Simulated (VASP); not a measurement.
# Ca in VASP: a series of runs

Ca is run at these levels: PBEsol; tasks: single point.

All numbers are computed with VASP 6.6.1; they aren't measurements. Logs are shortened: lines on timing, memory, paths and dates and some standing lists are left out, and cuts for length are marked.

### 1 The cell of the first run

The structure is cubic, space group Im-3m (No. 229). Conventional cell: a = 4.659 Å, b = 4.659 Å, c = 4.659 Å, α = 90.00°, β = 90.00°, γ = 90.00°. Ca (site symmetry m-3m) has 14 Ca at 4.03 to 4.66 Å within 5.3 Å.

### 2 Single point, PBEsol (strain +0.040 along x and y, +0.040 along z)

Contents of INCAR:

```
SYSTEM = Ca
ALGO     = Normal         ! electronic algorithm
EDIFF    = 1E-6           ! SCF threshold, eV
ENCUT    = 520            ! plane-wave cutoff, eV
GGA      = PS             ! functional
ISIF     = 2              ! what is computed and relaxed
ISMEAR   = 0              ! smearing method
LASPH    = .True.         ! aspherical terms in the spheres
LCHARG   = .False.        ! write CHGCAR
LREAL    = .False.        ! projectors in reciprocal space
LWAVE    = .False.        ! write WAVECAR
NBANDS   = 11             ! bands
NELM     = 60             ! most SCF steps
PREC     = Accurate       ! precision mode
SIGMA    = 0.15           ! smearing width, eV
```

Contents of KPOINTS:

```
k-points
0
Gamma
  16 16 16
  0 0 0
```

Contents of POSCAR:

```
Ca
1.0
   -2.3296000000      2.3296000000      2.3296000000
    2.3296000000     -2.3296000000      2.3296000000
    2.3296000000      2.3296000000     -2.3296000000
Ca
1
Direct
    0.0000000000      0.0000000000      0.0000000000
```

Potentials or basis: VASP PAW PBE potentials, release 64 (Ca_sv).

On the command line:

```console
> cat potpaw_PBE.64/Ca_sv/POTCAR > POTCAR
> mpirun -np 1 vasp_std > vasp.out
```

OUTCAR:

```text
SYSTEM = Ca
   EDIFF = 1E-6
   ENCUT = 520
   GGA = PS
   ISIF = 2
   ISMEAR = 0
   LASPH = .True.
   LREAL = .False.
   NELM = 60
   PREC = Accurate

 ion  position               nearest neighbor table
   1  0.000  0.000  0.000-

  LATTYP: Found a body centered cubic cell.
 ALAT       =     4.6592000000

  Lattice vectors:

 A1 = (  -2.3296000000,   2.3296000000,   2.3296000000)
 A2 = (   2.3296000000,  -2.3296000000,   2.3296000000)
 A3 = (   2.3296000000,   2.3296000000,  -2.3296000000)

Analysis of symmetry for initial positions (statically):
=====================================================================
 Subroutine PRICEL returns:
 Original cell was already a primitive cell.

 Routine SETGRP: Setting up the symmetry group for a
 body centered cubic supercell.

 Subroutine GETGRP returns: Found 48 space group operations
 (whereof 48 operations were pure point group operations)
 out of a pool of 48 trial point group operations.

The static configuration has the point symmetry O_h .

Analysis of symmetry for dynamics (positions and initial velocities):
=====================================================================
 Subroutine PRICEL returns:
 Original cell was already a primitive cell.

 Routine SETGRP: Setting up the symmetry group for a
 body centered cubic supercell.

 Subroutine GETGRP returns: Found 48 space group operations
 (whereof 48 operations were pure point group operations)
 out of a pool of 48 trial point group operations.

The dynamic configuration has the point symmetry O_h .

 Subroutine INISYM returns: Found 48 space group operations
 (whereof 48 operations are pure point group operations),
 and found     1 'primitive' translations

----------------------------------------------------------------------------------------

                                     Primitive cell

  volume of cell :      50.5713

  direct lattice vectors                    reciprocal lattice vectors
    -2.329600000  2.329600000  2.329600000     0.000000000  0.214629121  0.214629121
     2.329600000 -2.329600000  2.329600000     0.214629121  0.000000000  0.214629121
     2.329600000  2.329600000 -2.329600000     0.214629121  0.214629121  0.000000000

  length of vectors
     4.034985561  4.034985561  4.034985561     0.303531414  0.303531414  0.303531414

  position of ions in fractional coordinates (direct lattice)
     0.000000000  0.000000000  0.000000000

  ion indices of the primitive-cell ions
   primitive index   ion index
                 1           1

----------------------------------------------------------------------------------------

 KPOINTS: k-points

Automatic generation of k-mesh.
 Grid dimensions read from file:
 generate k-points for:   16   16   16

 Generating k-lattice:

  Cartesian coordinates                     Fractional coordinates (reciprocal lattice)
     0.000000000  0.013414320  0.013414320     0.062500000  0.000000000  0.000000000
     0.013414320  0.000000000  0.013414320     0.000000000  0.062500000  0.000000000
     0.013414320  0.013414320  0.000000000     0.000000000  0.000000000  0.062500000

  Length of vectors
     0.018970713  0.018970713  0.018970713

  Shift w.r.t. Gamma in fractional coordinates (k-lattice)
     0.000000000  0.000000000  0.000000000

 Subroutine IBZKPT returns following result:
 ===========================================

 Found    145 irreducible k-points:

 Following reciprocal coordinates:
            Coordinates               Weight
  0.000000  0.000000  0.000000      1.000000
  0.062500  0.000000  0.000000     12.000000
  0.125000  0.000000  0.000000     12.000000
  0.187500  0.000000  0.000000     12.000000
  0.250000  0.000000  0.000000     12.000000
  0.312500  0.000000  0.000000     12.000000
[... 16 lines left out ...]
  0.187500  0.187500  0.000000     24.000000
  0.250000  0.187500  0.000000     48.000000
 [... further k-points ...]
   k-points           NKPTS =    145   k-points in BZ     NKDIM =    145   number of bands    NBANDS=     11
   number of dos      NEDOS =    301   number of ions     NIONS =      1
   total plane-waves  NPLWV =  27000
   dimension x,y,z NGX =    30 NGY =   30 NGZ =   30
   dimension x,y,z NGXF=    60 NGYF=   60 NGZF=   60
   ions per type =               1
   NGX,Y,Z   is equivalent  to a cutoff of  12.36, 12.36, 12.36 a.u.
   NGXF,Y,Z  is equivalent  to a cutoff of  24.72, 24.72, 24.72 a.u.
 SYSTEM =  Ca
   PREC   = accura    normal or accurate (medium, high low for compatibility)
   ISTART =      0    job   : 0-new  1-cont  2-samecut
   ICHARG =      2    charge: 1-file 2-atom 10-const
   ISPIN  =      1    spin polarized calculation?
   LNONCOLLINEAR =      F non collinear calculations
   LSORBIT =      F    spin-orbit coupling
   LASPH  =      T    aspherical Exc in radial PAW
   ENCUT  =  520.0 eV  38.22 Ry    6.18 a.u.   7.50  7.50  7.50*2*pi/ulx,y,z
   NELM   =     60;   NELMIN=  2; NELMDL= -5     # of ELM steps
   EDIFF  = 0.1E-05   stopping-criterion for ELM
   LREAL  =      F    real-space projection
   EDIFFG = 0.1E-04   stopping-criterion for IOM
   NSW    =      0    number of steps for IOM
   IBRION =     -1    ionic relax: 0-MD 1-quasi-New 2-CG
   NFREE  =      0    steps in history (QN), initial steepest desc. (CG)
   ISIF   =      2    stress and relaxation
   ISYM   =      2    0-nonsym 1-usesym 2-fastsym
   POTIM  = 0.5000    time-step for ionic-motion
   TEBEG  =    0.0;   TEEND  =   0.0 temperature during run
   PSTRESS=    0.0 pullay stress
   NELECT =      10.0000    total number of electrons
   NUPDOWN=      -1.0000    fix difference up-down
   EMIN   =  10.00;   EMAX   =-10.00  energy-range for DOS
   EFERMI =   0.00;   METHOD = LEGACY
   ISMEAR =     0;   SIGMA  =   0.15  broadening in eV -4-tet -1-fermi 0-gaus
   EFERMI_NEDOS =   21; number of points for ismear=-14 and -15
   IALGO  =     38    algorithm
   IMIX   =      4    mixing-type and parameters
     AMIX     =   0.40;   BMIX     =  1.00
     AMIX_MAG =   1.60;   BMIX_MAG =  1.00
  volume/ion in A,a.u.               =      50.57       341.27
  Fermi-wavevector in a.u.,A,eV,Ry     =   0.953762  1.802349 12.376710  0.909662
  Thomas-Fermi vector in A             =   2.082447
   LORBIT       =      0    0 simple, 1 ext, 2 COOP (PROOUT), +10 PAW based schemes
   GGA     = PS    functional components
   LHFCALC =     F    Hartree Fock is set to
   AEXX    =    0.0000 exact exchange contribution
   IVDW    =     0    specifies the selected vdW correction
   LEPSILON=     F    determine dielectric tensor
   LRPA    =     F    only Hartree local field effects (RPA)
 non-spin polarized calculation
 Gauss-broadening in eV      SIGMA  =   0.15
  energy-cutoff  :      520.00
  volume of cell :       50.57
 maximum number of plane-waves:      1409
   NGX = 15   NGY = 15   NGZ = 15

 number of electron      10.0000004 magnetization

 Free energy of the ion-electron system (eV)
  ---------------------------------------------------
  ext. energy  EPLUGINS =         0.00000000
  ---------------------------------------------------
  free energy    TOTEN  =        -2.02844337 eV

  energy without entropy =       -2.01088701  energy(sigma->0) =       -2.01966519

 E-fermi :   1.2775     XC(G=0):  -7.2595

 val. band max:        1.2558355461   @ k =   0.4375   0.0625   0.0000
 cond. band min:       1.2823037034   @ k =   0.5000   0.5000   0.2500
 fundamental gap:      0.0264681573
 Fermi energy:         1.2775096016

 k-point     1 :       0.0000    0.0000    0.0000
  band No.  band energies     occupation
      1     -41.0502      2.00000
      2     -22.0530      2.00000
      3     -22.0530      2.00000
      4     -22.0530      2.00000
      5      -2.4662      2.00000
      6       3.2982      0.00000
      7       3.2982      0.00000
      8       3.2982      0.00000
      9       4.1783      0.00000
     10       4.1783      0.00000
     11      10.6199      0.00000

 k-point     2 :       0.0625    0.0000    0.0000
  band No.  band energies     occupation
      1     -41.0499      2.00000
      2     -22.0557      2.00000
      3     -22.0540      2.00000
      4     -22.0530      2.00000
      5      -2.4051      2.00000
      6       3.2631      0.00000
      7       3.2777      0.00000
      8       3.3412      0.00000
      9       4.1365      0.00000
     10       4.1794      0.00000
     11      10.4851      0.00000

 k-point     3 :       0.1250    0.0000    0.0000
  band No.  band energies     occupation
      1     -41.0492      2.00000
      2     -22.0636      2.00000
      3     -22.0567      2.00000
      4     -22.0529      2.00000
      5      -2.2234      2.00000
      6       3.1660      0.00000
      7       3.1916      0.00000
      8       3.4685      0.00000
      9       4.0524      0.00000
     10       4.1850      0.00000
     11       9.8929      0.00000

 k-point     4 :       0.1875    0.0000    0.0000
  band No.  band energies     occupation
      1     -41.0482      2.00000
      2     -22.0753      2.00000
      3     -22.0608      2.00000
      4     -22.0528      2.00000
      5      -1.9267      2.00000
      6       2.9949      0.00000
      7       3.0287      0.00000
      8       3.6743      0.00000
      9       4.0066      0.00000
     10       4.2002      0.00000
     11       8.9057      0.00000

 k-point     5 :       0.2500    0.0000    0.0000
  band No.  band energies     occupation
      1     -41.0470      2.00000
      2     -22.0891      2.00000
      3     -22.0656      2.00000
      4     -22.0527      2.00000
      5      -1.5251      2.00000
      6       2.6929      0.00000
      7       2.8773      0.00000
      8       3.9475      0.00000
      9       4.0218      0.00000
     10       4.2296      0.00000
     11       7.8624      0.00000
[... 211 lines left out ...]
 k-point    21 :       0.3750    0.1250    0.0000
  band No.  band energies     occupation
      1     -41.0438      2.00000
      2     -22.1191      2.00000
      3     -22.0799      2.00000
      4     -22.0564      2.00000
      5       0.2458      2.00000
      6       1.4995      0.03634
      7       2.4654      0.00000
      8       4.0275      0.00000
      9       4.3702      0.00000
     10       4.9636      0.00000
     11       5.6294      0.00000

 k-point    22 :       0.4375    0.1250    0.0000
  band No.  band energies     occupation
      1     -41.0436      2.00000
      2     -22.1212      2.00000
      3     -22.0812      2.00000
      4     -22.0565      2.00000
      5       0.6238      2.00000
      6       1.1754      1.66430
      7       2.4401      0.00000
      8       4.0127      0.00000
      9       4.3894      0.00000
     10       5.0766      0.00000
     11       5.4684      0.00000

 k-point    23 :       0.1875    0.1875    0.0000
  band No.  band energies     occupation
      1     -41.0455      2.00000
      2     -22.1017      2.00000
      3     -22.0705      2.00000
      4     -22.0579      2.00000
      5      -0.9204      2.00000
      6       2.3908      0.00000
      7       2.6327      0.00000
      8       3.9491      0.00000
      9       4.3140      0.00000
     10       4.3679      0.00000
     11       7.0567      0.00000

 k-point    24 :       0.2500    0.1875    0.0000
  band No.  band energies     occupation
      1     -41.0446      2.00000
      2     -22.1091      2.00000
      3     -22.0766      2.00000
      4     -22.0588      2.00000
      5      -0.4081      2.00000
      6       2.1052      0.00000
      7       2.4813      0.00000
      8       4.0011      0.00000
      9       4.3328      0.00000
     10       4.6612      0.00000
     11       6.2767      0.00000

 [... further k-points ...]
[... 5 lines left out ...]
  --------------------------------------------------------------------------------------
  -------------------------------------------------------------------------------------
  Total       -0.8590984     -0.8590984     -0.8590984      0.0000000      0.0000000      0.0000000
  in kB      -27.2175761    -27.2175761    -27.2175761      0.0000000      0.0000000      0.0000000
  external PRESSURE =     -27.2175761 kB  Pullay stress =       0.0000000 kB

 VOLUME and BASIS-vectors are now :
 -----------------------------------------------------------------------------
  energy-cutoff  :      520.00
  volume of cell :       50.57
      direct lattice vectors                 reciprocal lattice vectors
    -2.329600000  2.329600000  2.329600000     0.000000000  0.214629121  0.214629121
     2.329600000 -2.329600000  2.329600000     0.214629121  0.000000000  0.214629121
     2.329600000  2.329600000 -2.329600000     0.214629121  0.214629121  0.000000000

 POSITION                                       TOTAL-FORCE (eV/Angst)
 -----------------------------------------------------------------------------------
      0.00000      0.00000      0.00000         0.000000      0.000000     -0.000000
 -----------------------------------------------------------------------------------
    total drift:                               -0.000000     -0.000000      0.000000

  FREE ENERGIE OF THE ION-ELECTRON SYSTEM (eV)
  ---------------------------------------------------
  free  energy   TOTEN  =        -2.0284433702 eV

  energy  without entropy=       -2.0108870138  energy(sigma->0) =       -2.01966519
```

Wall time 47 s (1 thread of Intel Xeon Platinum 8259CL at 2.50GHz (Skylake/Cascade Lake), shared host); peak memory 0.22 GiB.

Results:

| Item | Value |
| --- | --- |
| Free energy | -2.0284 eV |
| Pressure | -2.7 GPa |
| Band gap on the k mesh | zero (band 5 reaches 1.60 eV, above the bottom of band 6 at 1.14 eV) |

Levels at points of the mesh, in eV from the Fermi level:
```
           k point  band 1  band 2  band 3  band 4  band 5  band 6  band 7  band 8  band 9  band 10
(0.00, 0.00, 0.00)  -42.33  -23.33  -23.33  -23.33   -3.74    2.02    2.02    2.02    2.90     2.90
(0.50, 0.00, 0.00)  -42.32  -23.40  -23.36  -23.33   -0.83   -0.14    1.25    2.78    3.10     3.70
(0.50, 0.50, 0.50)  -42.32  -23.38  -23.38  -23.38    0.21    0.21    3.25    3.25    3.25     3.53
```

Caveat: the cell differs from its parent crystal (strain +0.040 along x and y, +0.040 along z); the PAW data sets were made with another functional, which shifts forces and pressure a little.

### 3 Single point, PBEsol (strain +0.080 along x and y, +0.080 along z)

Contents of INCAR:

```
SYSTEM = Ca
PREC = Accurate
ENCUT = 520
EDIFF = 1E-6
ISMEAR = 0
SIGMA = 0.15
LREAL = .FALSE.
LASPH = .TRUE.
NELM = 100
ALGO = Fast
ISIF = 2
LWAVE = .FALSE.
LCHARG = .FALSE.
GGA = PS
NBANDS = 11
```

Contents of KPOINTS:

```
regular mesh
0
G
  16 16 16
  0 0 0
```

Contents of POSCAR:

```
Ca
1.0
   -2.4192000000      2.4192000000      2.4192000000
    2.4192000000     -2.4192000000      2.4192000000
    2.4192000000      2.4192000000     -2.4192000000
Ca
1
Direct
    0.0000000000      0.0000000000      0.0000000000
```

Potentials or basis: VASP PAW PBE potentials, release 64 (Ca_sv).

On the command line:

```console
> cat potpaw_PBE.64/Ca_sv/POTCAR > POTCAR
> mpirun -np 1 vasp_std > vasp.out
```

It took 48 s on 1 thread of Intel Xeon Platinum 8259CL at 2.50GHz (Skylake/Cascade Lake), shared host; peak memory 0.23 GiB.

Results (log left out):

```
Free energy            : -1.9124 eV
Pressure               : -3.4 GPa
Band gap on the k mesh : zero (band 5 reaches 1.23 eV, above the bottom of band 6 at 0.74 eV)
```

Levels at points of the mesh, in eV from the Fermi level:
| k point | band 3 | band 4 | band 5 | band 6 | band 7 | band 8 |
| --- | --- | --- | --- | --- | --- | --- |
| (0.00, 0.00, 0.00) | -23.60 | -23.60 | -3.54 | 1.86 | 1.86 | 1.86 |
| (0.50, 0.00, 0.00) | -23.62 | -23.60 | -0.79 | -0.17 | 1.19 | 2.51 |
| (0.50, 0.50, 0.50) | -23.63 | -23.63 | 0.29 | 0.29 | 2.91 | 2.91 |

Caveat: the cell differs from its parent crystal (strain +0.080 along x and y, +0.080 along z); the PAW data sets were made with another functional, which shifts forces and pressure a little.

### 4 Single point, PBEsol (strain -0.040 along x and y, -0.080 along z)

Contents of INCAR:

```
PREC = Accurate ; ENCUT = 520
EDIFF = 1E-7 ; ISMEAR = 0
SIGMA = 0.15 ; LREAL = F
LASPH = T ; NELM = 80
ALGO = Fast ; ISIF = 2
LWAVE = F ; LCHARG = F
GGA = PS ; NBANDS = 11
```

Contents of KPOINTS:

```
regular mesh
0
Gamma
  16 16 16
```

Contents of POSCAR:

```
Ca
1.0
   -2.1504000000      2.1504000000      2.0608000000
    2.1504000000     -2.1504000000      2.0608000000
    2.1504000000      2.1504000000     -2.0608000000
Ca
1
Direct
    0.0000000000      0.0000000000      0.0000000000
```

On the command line:

```console
> cat potpaw_PBE.64/Ca_sv/POTCAR > POTCAR
> mpirun -np 1 vasp_std > vasp.out
```

Wall time 2.1 min (1 thread of Intel Xeon Platinum 8259CL at 2.50GHz (Skylake/Cascade Lake), shared host); peak memory 0.27 GiB.

The run converged. Its results:

```
Free energy            : -2.1186 eV
Pressure               : 1.1 GPa
Band gap on the k mesh : zero (band 5 reaches 2.69 eV, above the bottom of band 6 at 2.26 eV)
```

Levels at points of the mesh, in eV from the Fermi level:
| k point | band 2 | band 3 | band 4 | band 5 | band 6 | band 7 | band 8 | band 9 |
| --- | --- | --- | --- | --- | --- | --- | --- | --- |
| (0.00, 0.00, 0.00) | -22.62 | -22.61 | -22.61 | -4.26 | 2.28 | 2.51 | 2.51 | 3.46 |
| (0.50, 0.00, 0.00) | -22.82 | -22.68 | -22.62 | -0.95 | 0.14 | 1.26 | 3.57 | 4.01 |
| (0.50, 0.50, 0.00) | -22.82 | -22.68 | -22.61 | -1.04 | -0.02 | 1.53 | 3.35 | 3.86 |
| (0.50, 0.50, 0.50) | -22.76 | -22.76 | -22.75 | -0.13 | -0.03 | 4.10 | 4.10 | 4.52 |

Caveat: the cell differs from its parent crystal (strain -0.040 along x and y, -0.080 along z); the PAW data sets were made with another functional, which shifts forces and pressure a little.

### 5 Overview

```csv
cell,gap on the mesh (eV),pressure (GPa)
"a = 4.035 Å, angles 109.5°, 1 atom",none,-2.7
"a = 4.190 Å, angles 109.5°, 1 atom",none,-3.4
"a = 3.674 Å, angles 108.3, 108.3, 111.8°, 1 atom",none,1.1
```

Alike in all rows: task single point; level PBEsol; potentials or basis VASP PAW PBE potentials, release 64 (Ca_sv); no spin polarisation; k mesh 16 × 16 × 16; cutoff (eV) 520; smearing gaussian 0.15 eV.

Caveats: the PAW data sets were made with another functional, which shifts forces and pressure a little.

Absolute energies hang on the potentials; compare differences alone.
